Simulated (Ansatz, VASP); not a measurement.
**SrO in VASP and in Ansatz**

```
Sr O
1.0
     0.00000    2.49630    2.57989
     2.57989    0.00000    2.57989
     2.57989    2.49630    0.00000
Sr O
1 1
Direct
  0.50000 0.50000 0.50000
  0.00000 0.00000 0.00000
```

Change from the starting cell: uniaxial_y strain -3.2%.

Alike in both runs: task single point; functional PBE; k mesh 8 × 8 × 8; occupations fermi-dirac, width 0.02 eV; no spin polarisation.

|  | VASP | Ansatz |
| --- | --- | --- |
| version | VASP 6.6.1 | Ansatz 0.2.0 |
| potentials or method | VASP PAW PBE potentials, release 64 (Sr_sv, O) | plane waves, PAW |
| plane-wave cutoff (eV) | 520 | 420 |
| valence electrons in the cell | 16 | 16 |

```csv
,VASP,Ansatz,Ansatz less VASP
gap on the k mesh at the Fermi level (eV),3.08,3.13,+0.054
pressure (GPa),6.0,5.3,-0.66
"traceless stress, the component that is largest in VASP (GPa)",3.75,3.56,-0.196
```

The functional is the same, so the differences come from potentials, cutoffs and numerics.
